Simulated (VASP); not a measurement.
## GaN: single point with PBE

Crystal: GaN.

```
Ga N
1.0
     3.13021    0.00000    0.00000
    -1.56510    2.71084    0.00000
     0.00000    0.00000    5.30887
Ga N
2 2
Cartesian
  0.0000 1.8072 2.6679
  1.5651 0.9036 5.3223
  0.0000 1.8072 4.6318
  1.5651 0.9036 1.9774
```

```json
{
  "Program": "VASP 6.6.1",
  "Task": "single point",
  "Functional": "PBE",
  "Potentials or basis": "VASP PAW PBE potentials, release 64 (Ga_d, N)",
  "Cutoff": "520 eV",
  "k mesh": "9 × 9 × 5",
  "Occupations": "gaussian, width 0.02 eV",
  "Spin": "no spin polarisation"
}
```

| Item | Value |
| --- | --- |
| Pressure | 8.2 GPa |
| Largest force | 0.003 eV/Å |
| Band gap on the k mesh | 1.81 eV, direct |

Forces in eV/Å, atoms in the order of the input:
```
Ga   0.000  0.000 -0.003
Ga   0.000  0.000 -0.003
N    0.000  0.000  0.003
N    0.000  0.000  0.003
```

Stress tensor (GPa, compression positive):
```
12.23  0.00  0.00
 0.00 12.23  0.00
 0.00  0.00  0.03
```

Levels at points of the mesh, in eV from the valence-band top:
```csv
k point,band 14,band 15,band 16,band 17,band 18,band 19,band 20,band 21,band 22,band 23
"(0.00, 0.00, 0.00)",-0.94,-0.94,-0.32,0.00,0.00,1.81,4.70,8.86,10.12,10.25
```

Run time: 20 s on 1 thread of Intel(R) Xeon(R) Platinum 8559C (Emerald Rapids) (shared host), peak memory 0.17 GiB.
